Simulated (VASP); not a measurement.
**Al4NF: single point with PBE**

Al4NF:

```
Al N F
1.0
     3.40895    0.00000    0.00000
     0.00000    3.40895    0.00000
     0.00000    0.00000    5.87579
Al N F
4 1 1
Direct
  0.50000 0.00000 0.00000
  0.00000 0.50000 0.00000
  0.00000 0.00000 0.27700
  0.00000 0.00000 0.72300
  0.00000 0.00000 0.00000
  0.50000 0.50000 0.50000
```

The cell was generated, and may not be a known phase.

```
Program             : VASP 6.6.1
Task                : single point
Functional          : PBE
Potentials or basis : VASP PAW PBE potentials, release 64 (Al, N, F)
Cutoff              : 520 eV
k mesh              : 6 × 6 × 4
Occupations         : gaussian, width 0.1 eV
Spin                : no spin polarisation
```

| Quantity | Value |
| --- | --- |
| Pressure | 78.7 GPa |
| Largest force | 12.623 eV/Å |
| Band gap on the k mesh | zero (bands 12 and 13 overlap by 2.18 eV) |

Forces on the atoms (eV/Å):
```
Al    0.000   0.000   0.000
Al    0.000   0.000   0.000
Al    0.000   0.000  12.623
Al    0.000   0.000 -12.623
N     0.000   0.000   0.000
F     0.000   0.000   0.000
```

Stress tensor (GPa, compression positive):
```
 64.74   0.00   0.00
  0.00  64.74   0.00
  0.00   0.00 106.66
```

Levels at points of the mesh, in eV from the Fermi level:
```
           k point  band 10  band 11  band 12  band 13  band 14  band 15
(0.00, 0.00, 0.00)    -3.31    -0.61     1.05     2.22     2.22     3.75
(0.50, 0.00, 0.00)    -1.89    -1.88    -0.47     0.62     1.05     1.26
(0.50, 0.50, 0.00)    -2.47    -2.47    -2.35     0.65     0.65     2.89
(0.00, 0.00, 0.50)    -3.43     0.52     0.77     1.29     2.31     2.31
(0.50, 0.00, 0.50)    -3.08    -1.67    -0.44     1.18     2.67     2.79
(0.50, 0.50, 0.50)    -1.78    -1.56    -1.56     0.12     0.12     1.86
```

Run time: 44 s on 1 thread of AMD EPYC 7R43 64-Core Processor (Zen 3) (shared host), peak memory 0.15 GiB.

Caveat: the stress differs along the axes, from 65 to 107 GPa; forces of over 1 eV/Å act on the atoms, so gaps and moduli don't describe the material at rest.
